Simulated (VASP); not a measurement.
# Zn (R-3m) in VASP: notebook, part 2 of 2

VASP 6.6.1. Earlier steps stand in the parts before.

## (3) Single point, PBEsol

This run uses another cell than the first one: it holds 12 atoms, not 1.

The input, INCAR:

```
PREC = Accurate
ENCUT = 520
EDIFF = 1E-6
ISMEAR = 0
SIGMA = 0.1
LREAL = F
LASPH = T
NELM = 60
ALGO = Fast
ISIF = 2
LWAVE = F
LCHARG = F
GGA = PS
NBANDS = 84
```

The input, KPOINTS:

```
Automatic mesh
0
Gamma
  3 3 3
```

The input, POSCAR:

```
Zn
1.0
    3.2008880594      1.8480335828      5.4588014166
   -3.2008880594      1.8480335828      5.4588014166
    0.0000000000     -3.6960671654      5.4588014166
Zn
12
Direct
    0.0101900000      0.6536100000      0.0101900000
    0.0101900000      0.0101900000      0.6536100000
    0.6536100000      0.0101900000      0.0101900000
    0.9898100000      0.3463900000      0.9898100000
    0.3463900000      0.9898100000      0.9898100000
    0.9898100000      0.9898100000      0.3463900000
    0.2211800000      0.6306000000      0.2211800000
    0.2211800000      0.2211800000      0.6306000000
    0.6306000000      0.2211800000      0.2211800000
    0.7788200000      0.3694000000      0.7788200000
    0.3694000000      0.7788200000      0.7788200000
    0.7788200000      0.7788200000      0.3694000000
```

Potentials or basis: VASP PAW PBE potentials, release 64 (Zn).

Launch:

```console
> cat potpaw_PBE.64/Zn/POTCAR > POTCAR
> mpirun -np 1 vasp_std > vasp.out
```

OUTCAR:

```text
PREC = Accurate
   ENCUT = 520
   EDIFF = 1E-6
   ISMEAR = 0
   LREAL = F
   LASPH = T
   NELM = 60
   ISIF = 2
   GGA = PS

 ion  position               nearest neighbor table
   1  0.010  0.654  0.010-   4 2.18   2 2.28   3 2.28   7 2.34  12 2.35  11 2.35
   2  0.010  0.010  0.654-   6 2.18   3 2.28   1 2.28   8 2.34  10 2.35  11 2.35
   3  0.654  0.010  0.010-   5 2.18   2 2.28   1 2.28   9 2.34  12 2.35  10 2.35
   4  0.990  0.346  0.990-   1 2.18   6 2.28   5 2.28  10 2.34   8 2.35   9 2.35
   5  0.346  0.990  0.990-   3 2.18   6 2.28   4 2.28  11 2.34   8 2.35   7 2.35
   6  0.990  0.990  0.346-   2 2.18   4 2.28   5 2.28  12 2.34   9 2.35   7 2.35
   7  0.221  0.631  0.221-  11 2.32  12 2.32   1 2.34   6 2.35   5 2.35   8 2.62   9 2.62
   8  0.221  0.221  0.631-  10 2.32  11 2.32   2 2.34   4 2.35   5 2.35   7 2.62   9 2.62
   9  0.631  0.221  0.221-  10 2.32  12 2.32   3 2.34   6 2.35   4 2.35   8 2.62   7 2.62
  10  0.779  0.369  0.779-   9 2.32   8 2.32   4 2.34   2 2.35   3 2.35  12 2.62  11 2.62
  11  0.369  0.779  0.779-   7 2.32   8 2.32   5 2.34   2 2.35   1 2.35  12 2.62  10 2.62
  12  0.779  0.779  0.369-   7 2.32   9 2.32   6 2.34   3 2.35   1 2.35  10 2.62  11 2.62

  LATTYP: Found a trigonal (rhomboedric) cell.
 ALAT       =     6.5923763089
 COS(alpha) =     0.5284942553

  Lattice vectors:

 A1 = (   3.2008880594,   1.8480335828,   5.4588014166)
 A2 = (  -3.2008880594,   1.8480335828,   5.4588014166)
 A3 = (   0.0000000000,  -3.6960671654,   5.4588014166)

Analysis of symmetry for initial positions (statically):
=====================================================================
 Subroutine PRICEL returns:
 Original cell was already a primitive cell.

 Routine SETGRP: Setting up the symmetry group for a
 trigonal (rhombohedral) supercell.

 Subroutine GETGRP returns: Found 12 space group operations
 (whereof 12 operations were pure point group operations)
 out of a pool of 12 trial point group operations.

The static configuration has the point symmetry D_3d.

Analysis of symmetry for dynamics (positions and initial velocities):
=====================================================================
 Subroutine PRICEL returns:
 Original cell was already a primitive cell.

 Routine SETGRP: Setting up the symmetry group for a
 trigonal (rhombohedral) supercell.

 Subroutine GETGRP returns: Found 12 space group operations
 (whereof 12 operations were pure point group operations)
 out of a pool of 12 trial point group operations.

The dynamic configuration has the point symmetry D_3d.

 Subroutine INISYM returns: Found 12 space group operations
 (whereof 12 operations are pure point group operations),
 and found     1 'primitive' translations

----------------------------------------------------------------------------------------

                                     Primitive cell

  volume of cell :     193.7443

  direct lattice vectors                    reciprocal lattice vectors
     3.200888059  1.848033583  5.458801417     0.156206650  0.090185951  0.061063466
    -3.200888059  1.848033583  5.458801417    -0.156206650  0.090185951  0.061063466
     0.000000000 -3.696067165  5.458801417     0.000000000 -0.180371903  0.061063466

  length of vectors
     6.592376309  6.592376309  6.592376309     0.190427861  0.190427861  0.190427861

[... 67 lines left out ...]
   dimension x,y,z NGXF=   100 NGYF=  100 NGZF=  100
   ions per type =              12
   NGX,Y,Z   is equivalent  to a cutoff of  12.61, 12.61, 12.61 a.u.
   NGXF,Y,Z  is equivalent  to a cutoff of  25.22, 25.22, 25.22 a.u.
 SYSTEM =  unknown system
   PREC   = accura    normal or accurate (medium, high low for compatibility)
   ISTART =      0    job   : 0-new  1-cont  2-samecut
   ICHARG =      2    charge: 1-file 2-atom 10-const
   ISPIN  =      1    spin polarized calculation?
   LNONCOLLINEAR =      F non collinear calculations
   LSORBIT =      F    spin-orbit coupling
   LASPH  =      T    aspherical Exc in radial PAW
   ENCUT  =  520.0 eV  38.22 Ry    6.18 a.u.  12.26 12.26 12.26*2*pi/ulx,y,z
   NELM   =     60;   NELMIN=  2; NELMDL= -5     # of ELM steps
   EDIFF  = 0.1E-05   stopping-criterion for ELM
   LREAL  =      F    real-space projection
   EDIFFG = 0.1E-04   stopping-criterion for IOM
   NSW    =      0    number of steps for IOM
   IBRION =     -1    ionic relax: 0-MD 1-quasi-New 2-CG
   NFREE  =      0    steps in history (QN), initial steepest desc. (CG)
   ISIF   =      2    stress and relaxation
   ISYM   =      2    0-nonsym 1-usesym 2-fastsym
   POTIM  = 0.5000    time-step for ionic-motion
   TEBEG  =    0.0;   TEEND  =   0.0 temperature during run
   PSTRESS=    0.0 pullay stress
   NELECT =     144.0000    total number of electrons
   NUPDOWN=      -1.0000    fix difference up-down
   EMIN   =  10.00;   EMAX   =-10.00  energy-range for DOS
   EFERMI =   0.00;   METHOD = LEGACY
   ISMEAR =     0;   SIGMA  =   0.10  broadening in eV -4-tet -1-fermi 0-gaus
   EFERMI_NEDOS =   21; number of points for ismear=-14 and -15
   IALGO  =     68    algorithm
   IMIX   =      4    mixing-type and parameters
     AMIX     =   0.40;   BMIX     =  1.00
     AMIX_MAG =   1.60;   BMIX_MAG =  1.00
  volume/ion in A,a.u.               =      16.15       108.95
  Fermi-wavevector in a.u.,A,eV,Ry     =   1.482926  2.802323 29.920141  2.199068
  Thomas-Fermi vector in A             =   2.596651
   LORBIT       =      0    0 simple, 1 ext, 2 COOP (PROOUT), +10 PAW based schemes
   GGA     = PS    functional components
   LHFCALC =     F    Hartree Fock is set to
   AEXX    =    0.0000 exact exchange contribution
   IVDW    =     0    specifies the selected vdW correction
   LEPSILON=     F    determine dielectric tensor
   LRPA    =     F    only Hartree local field effects (RPA)
 non-spin polarized calculation
 RMM-DIIS sequential band-by-band and
 Gauss-broadening in eV      SIGMA  =   0.10
  energy-cutoff  :      520.00
  volume of cell :      193.74
 maximum number of plane-waves:      5240
 NGX is ok and might be reduce to    50

 number of electron     144.0000047 magnetization

 Free energy of the ion-electron system (eV)
  ---------------------------------------------------
  ext. energy  EPLUGINS =         0.00000000
  ---------------------------------------------------
  free energy    TOTEN  =       -10.20173403 eV

  energy without entropy =      -10.15537581  energy(sigma->0) =      -10.17855492

 E-fermi :   2.3834     XC(G=0): -11.0343

 val. band max:        2.3776997155   @ k =  -0.3333   0.3333   0.0000
 cond. band min:       2.4200007040   @ k =   0.3333   0.0000   0.0000
 fundamental gap:      0.0423009885
 Fermi energy:         2.3833795451

 k-point     1 :       0.0000    0.0000    0.0000
  band No.  band energies     occupation
      1      -8.6986      2.00000
      2      -7.0733      2.00000
      3      -7.0395      2.00000
      4      -6.8580      2.00000
      5      -6.8580      2.00000
      6      -6.8218      2.00000
[... 511 lines left out ...]
     83       7.7068      0.00000
     84       7.8561      0.00000

------------------------ aborting loop because EDIFF is reached ----------------------------------------

  FORCE on cell =-STRESS in cart. coord.  units (eV):
  Direction    XX          YY          ZZ          XY          YZ          ZX
  --------------------------------------------------------------------------------------
  -------------------------------------------------------------------------------------
  Total       25.0500231     25.0500231     36.3131195     -0.0000000      0.0000000      0.0000000
  in kB      207.1523295    207.1523295    300.2930284     -0.0000000      0.0000000      0.0000000
  external PRESSURE =     238.1992292 kB  Pullay stress =       0.0000000 kB

 VOLUME and BASIS-vectors are now :
 -----------------------------------------------------------------------------
  energy-cutoff  :      520.00
  volume of cell :      193.74
      direct lattice vectors                 reciprocal lattice vectors
     3.200888059  1.848033583  5.458801417     0.156206650  0.090185951  0.061063466
    -3.200888059  1.848033583  5.458801417    -0.156206650  0.090185951  0.061063466
     0.000000000 -3.696067165  5.458801417     0.000000000 -0.180371903  0.061063466

 POSITION                                       TOTAL-FORCE (eV/Angst)
 -----------------------------------------------------------------------------------
     -2.05952      1.18906      3.67918         1.161042     -0.670328     -0.483939
      0.00000     -2.37812      3.67918         0.000000      1.340656     -0.483939
      2.05952      1.18906      3.67918        -1.161042     -0.670328     -0.483939
      2.05952     -1.18906     12.69723        -1.161042      0.670328      0.483939
     -2.05952     -1.18906     12.69723         1.161042      0.670328      0.483939
      0.00000      2.37812     12.69723         0.000000     -1.340656      0.483939
     -1.31051      0.75662      5.85708         2.905185     -1.677309      0.629355
      0.00000     -1.51324      5.85708         0.000000      3.354619      0.629355
      1.31051      0.75662      5.85708        -2.905185     -1.677309      0.629355
      1.31051     -0.75662     10.51933        -2.905185      1.677309     -0.629355
     -1.31051     -0.75662     10.51933         2.905185      1.677309     -0.629355
      0.00000      1.51324     10.51933         0.000000     -3.354619     -0.629355
 -----------------------------------------------------------------------------------
    total drift:                               -0.000000     -0.000000     -0.000000

  FREE ENERGIE OF THE ION-ELECTRON SYSTEM (eV)
  ---------------------------------------------------
  free  energy   TOTEN  =       -10.2017340268 eV

  energy  without entropy=      -10.1553758101  energy(sigma->0) =      -10.17855492
```

Wall time 2.2 min (1 thread of Intel Xeon Platinum 8259CL at 2.50GHz (Skylake/Cascade Lake), shared host); peak memory 0.36 GiB.

Results:

```yaml
Free_energy: -10.2017 eV
Pressure: 23.8 GPa
Largest_force: 3.413 eV/Å
Band_gap_on_the_k_mesh: zero (band 72 reaches 2.50 eV, above the bottom of band 73 at 1.55 eV)
```

Forces in eV/Å, atoms in the order of the input:
```
Zn   1.161 -0.670 -0.484
Zn   0.000  1.341 -0.484
Zn  -1.161 -0.670 -0.484
Zn  -1.161  0.670  0.484
Zn   1.161  0.670  0.484
Zn   0.000 -1.341  0.484
Zn   2.905 -1.677  0.629
Zn   0.000  3.355  0.629
Zn  -2.905 -1.677  0.629
Zn  -2.905  1.677 -0.629
Zn   2.905  1.677 -0.629
Zn   0.000 -3.355 -0.629
```

Stress tensor (GPa, compression positive):
```
20.72  0.00  0.00
 0.00 20.72  0.00
 0.00  0.00 30.03
```

Caveat: the k points lie up to 0.40 Å⁻¹ apart; the PAW data sets were made with another functional, which shifts forces and pressure a little.

## (4) Single point, PBEsol

This run uses another cell than the first one: it holds 12 atoms, not 1.

Changes to INCAR since step 3:

```diff
@@ -7,3 +7,3 @@
 LASPH = T
-NELM = 60
+NELM = 80
 ALGO = Fast
```

KPOINTS is that of step 3.

The input, POSCAR:

```
Zn
1.0
    3.4314516583      1.9811495387      4.9069352497
   -3.4314516583      1.9811495387      4.9069352497
    0.0000000000     -3.9622990772      4.9069352497
Zn
12
Direct
    0.1256724833      0.4897202904      0.1256724833
    0.1256724833      0.1256724833      0.4897202904
    0.4897202904      0.1256724833      0.1256724833
    0.8743275167      0.5102797096      0.8743275167
    0.5102797096      0.8743275167      0.8743275167
    0.8743275167      0.8743275167      0.5102797096
    0.2956136139      0.6798630313      0.2956136139
    0.2956136139      0.2956136139      0.6798630313
    0.6798630313      0.2956136139      0.2956136139
    0.7043863861      0.3201369687      0.7043863861
    0.3201369687      0.7043863861      0.7043863861
    0.7043863861      0.7043863861      0.3201369687
```

Potentials or basis: VASP PAW PBE potentials, release 64 (Zn).

Launch:

```console
> cat potpaw_PBE.64/Zn/POTCAR > POTCAR
> mpirun -np 1 vasp_std > vasp.out
```

OUTCAR:

```text
PREC = Accurate
   ENCUT = 520
   EDIFF = 1E-6
   ISMEAR = 0
   LREAL = F
   LASPH = T
   NELM = 80
   ISIF = 2
   GGA = PS

 ion  position               nearest neighbor table
   1  0.126  0.490  0.126-  12 2.48  11 2.48   3 2.50   2 2.50   4 2.60   7 2.60
   2  0.126  0.126  0.490-  10 2.48  11 2.48   1 2.50   3 2.50   6 2.60   8 2.60
   3  0.490  0.126  0.126-  12 2.48  10 2.48   1 2.50   2 2.50   5 2.60   9 2.60
   4  0.874  0.510  0.874-   8 2.48   9 2.48   5 2.50   6 2.50   1 2.60  10 2.60
   5  0.510  0.874  0.874-   8 2.48   7 2.48   4 2.50   6 2.50   3 2.60  11 2.60
[... 734 lines left out ...]
 -----------------------------------------------------------------------------
  energy-cutoff  :      520.00
  volume of cell :      200.15
      direct lattice vectors                 reciprocal lattice vectors
     3.431451658  1.981149539  4.906935250     0.145710926  0.084126243  0.067931064
    -3.431451658  1.981149539  4.906935250    -0.145710926  0.084126243  0.067931064
     0.000000000 -3.962299077  4.906935250     0.000000000 -0.168252485  0.067931064

 POSITION                                       TOTAL-FORCE (eV/Angst)
 -----------------------------------------------------------------------------------
     -1.24921      0.72123      3.63636         0.006526     -0.003768      0.005949
      0.00000     -1.44247      3.63636        -0.000000      0.007535      0.005949
      1.24921      0.72123      3.63636        -0.006526     -0.003768      0.005949
      1.24921     -0.72123     11.08445        -0.006526      0.003768     -0.005949
     -1.24921     -0.72123     11.08445         0.006526      0.003768     -0.005949
      0.00000      1.44247     11.08445        -0.000000     -0.007535     -0.005949
     -1.31853      0.76126      6.23716         0.005146     -0.002971     -0.004731
      0.00000     -1.52251      6.23716        -0.000000      0.005943     -0.004731
      1.31853      0.76126      6.23716        -0.005146     -0.002971     -0.004731
      1.31853     -0.76126      8.48365        -0.005146      0.002971      0.004731
     -1.31853     -0.76126      8.48365         0.005146      0.002971      0.004731
      0.00000      1.52251      8.48365        -0.000000     -0.005943      0.004731
 -----------------------------------------------------------------------------------
    total drift:                                0.000000      0.000000     -0.000000

  FREE ENERGIE OF THE ION-ELECTRON SYSTEM (eV)
  ---------------------------------------------------
  free  energy   TOTEN  =       -16.5267157463 eV

  energy  without entropy=      -16.5178064044  energy(sigma->0) =      -16.52226108
```

Wall time 96 s (1 thread of Intel Xeon Platinum 8259CL at 2.50GHz (Skylake/Cascade Lake), shared host); peak memory 0.33 GiB.

Results:

```yaml
Free_energy: -16.5267 eV
Pressure: 0.4 GPa
Largest_force: 0.010 eV/Å
Band_gap_on_the_k_mesh: zero (band 72 reaches 3.21 eV, above the bottom of band 73 at 0.23 eV)
```

Forces in eV/Å, atoms in the order of the input:
```
Zn   0.007 -0.004  0.006
Zn   0.000  0.008  0.006
Zn  -0.007 -0.004  0.006
Zn  -0.007  0.004 -0.006
Zn   0.007  0.004 -0.006
Zn   0.000 -0.008 -0.006
Zn   0.005 -0.003 -0.005
Zn   0.000  0.006 -0.005
Zn  -0.005 -0.003 -0.005
Zn  -0.005  0.003  0.005
Zn   0.005  0.003  0.005
Zn   0.000 -0.006  0.005
```

Levels at points of the mesh, in eV from the Fermi level:
| k point | band 68 | band 69 | band 70 | band 71 | band 72 | band 73 | band 74 | band 75 | band 76 | band 77 |
| --- | --- | --- | --- | --- | --- | --- | --- | --- | --- | --- |
| (0.00, 0.00, 0.00) | -2.78 | -2.31 | -2.21 | -2.21 | -1.64 | -1.64 | -0.61 | -0.32 | 2.89 | 4.09 |

Caveat: the k points lie up to 0.38 Å⁻¹ apart; the PAW data sets were made with another functional, which shifts forces and pressure a little.

## (5) Single point, PBEsol

This run uses another cell than the first one: it holds 3 atoms, not 1.

The input, INCAR:

```
PREC     = Accurate       # precision mode
ENCUT    = 520            # plane-wave cutoff, eV
EDIFF    = 1E-6           # SCF threshold, eV
ISMEAR   = 0              # smearing method
SIGMA    = 0.1            # smearing width, eV
LREAL    = False          # projectors in reciprocal space
LASPH    = True           # aspherical terms in the spheres
NELM     = 100            # most SCF steps
ALGO     = Normal         # electronic algorithm
ISIF     = 2              # what is computed and relaxed
LWAVE    = False          # write WAVECAR
LCHARG   = False          # write CHGCAR
GGA      = PS             # functional
NBANDS   = 25             # bands
```

The input, KPOINTS:

```
regular mesh
0
Gamma
  6 6 6
```

The input, POSCAR:

```
Zn
1.0
    1.4119234871      0.8151744054      6.1226199001
   -1.4119234871      0.8151744054      6.1226199001
    0.0000000000     -1.6303488108      6.1226199001
Zn
3
Direct
    0.0000000000      0.0000000000      0.0000000000
    0.2221496727      0.2221496727      0.2221496727
    0.7778503273      0.7778503273      0.7778503273
```

Launch:

```console
> cat potpaw_PBE.64/Zn/POTCAR > POTCAR
> mpirun -np 1 vasp_std > vasp.out
```

Run time: 47 s. Hardware: 1 thread of Intel Xeon 6975P-C (Granite Rapids), shared host; peak memory 0.3 GiB.

Results (log left out):

```yaml
Free_energy: -4.6485 eV
Pressure: 0.5 GPa
Largest_force: 0.010 eV/Å
Band_gap_on_the_k_mesh: zero (band 18 reaches 4.58 eV, above the bottom of band 19 at 2.53 eV)
```

Forces in eV/Å, atoms in the order of the input:
```
Zn   0.000  0.000  0.000
Zn   0.000  0.000 -0.010
Zn   0.000  0.000  0.010
```

Stress tensor (GPa, compression positive):
```
0.33 0.00 0.00
0.00 0.33 0.00
0.00 0.00 0.84
```

Levels at points of the mesh, in eV from the Fermi level:
| k point | band 15 | band 16 | band 17 | band 18 | band 19 | band 20 | band 21 | band 22 |
| --- | --- | --- | --- | --- | --- | --- | --- | --- |
| (0.00, 0.00, 0.00) | -7.00 | -7.00 | -6.15 | -6.14 | 6.68 | 6.69 | 14.33 | 14.33 |
| (0.50, 0.00, 0.00) | -6.92 | -3.72 | -3.26 | -1.88 | 0.36 | 1.70 | 2.70 | 8.57 |
| (0.50, 0.50, 0.00) | -6.84 | -3.36 | -3.01 | -2.66 | -0.81 | 3.04 | 4.84 | 7.00 |
| (0.50, 0.50, 0.50) | -7.22 | -6.94 | -6.94 | -2.14 | 0.67 | 13.67 | 13.67 | 15.41 |

Caveat: the k points lie up to 0.43 Å⁻¹ apart; the PAW data sets were made with another functional, which shifts forces and pressure a little.

## (6) The runs side by side

| task | cell | k mesh | cutoff (eV) | gap on the mesh (eV) | pressure (GPa) | largest force (eV/Å) |
| --- | --- | --- | --- | --- | --- | --- |
| relaxation of cell and atoms | relaxed from a = 2.622 Å, angles 66.3°, 1 atom | 24 × 24 × 24 | 600 | none | 0.0 | - |
| single point | a = 6.592 Å, angles 58.1°, 12 atoms | 3 × 3 × 3 | 520 | none | 23.8 | 3.41 |
| single point | a = 6.307 Å, angles 65.9°, 12 atoms | 3 × 3 × 3 | 520 | none | 0.4 | 0.01 |
| single point | a = 6.336 Å, angles 25.8°, 3 atoms | 6 × 6 × 6 | 520 | none | 0.5 | 0.01 |

Alike in all rows: level PBEsol; potentials or basis VASP PAW PBE potentials, release 64 (Zn); no spin polarisation; smearing gaussian 0.1 eV.

Caveats: some runs use coarse meshes; the PAW data sets were made with another functional, which shifts forces and pressure a little.

Total energies depend on the potentials used, so only differences within one code and one set of settings carry meaning.
